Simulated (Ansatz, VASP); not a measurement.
## Pb: VASP beside Ansatz

```
Pb
1.0
     3.52437    0.00000    0.00000
    -1.76218    3.05219    0.00000
     0.00000    0.00000   11.49524
Pb
4
Direct
  0.00000 0.00000 0.00000
  0.33333 0.66667 0.25000
  0.00000 0.00000 0.50000
  0.66667 0.33333 0.75000
```

Alike in both runs: task relaxation of cell and atoms; functional PBE; k mesh 15 × 15 × 4; occupations gaussian, width 0.1 eV; no spin polarisation.

|  | VASP | Ansatz |
| --- | --- | --- |
| version | VASP 6.6.1 | Ansatz 0.2.0 |
| potentials or method | VASP PAW PBE potentials, release 64 (Pb_d), cutoff 600 eV | scalar-relativistic, plane waves, PAW |
| valence electrons in the cell | 56 | 56 |

|  | VASP | Ansatz | Ansatz less VASP |
| --- | --- | --- | --- |
| gap on the k mesh at the Fermi level, each at its own relaxed structure (eV) | none | none | - |
| relaxed volume (Å³/atom) | 31.93 | 31.94 | +0.013 |
| relaxed cell length with the largest relative difference (Å) | 11.635 | 11.643 | +0.0078 |

A gap of «none» marks a metal or a gap that the smearing closes.

Neither program's run includes spin-orbit coupling.
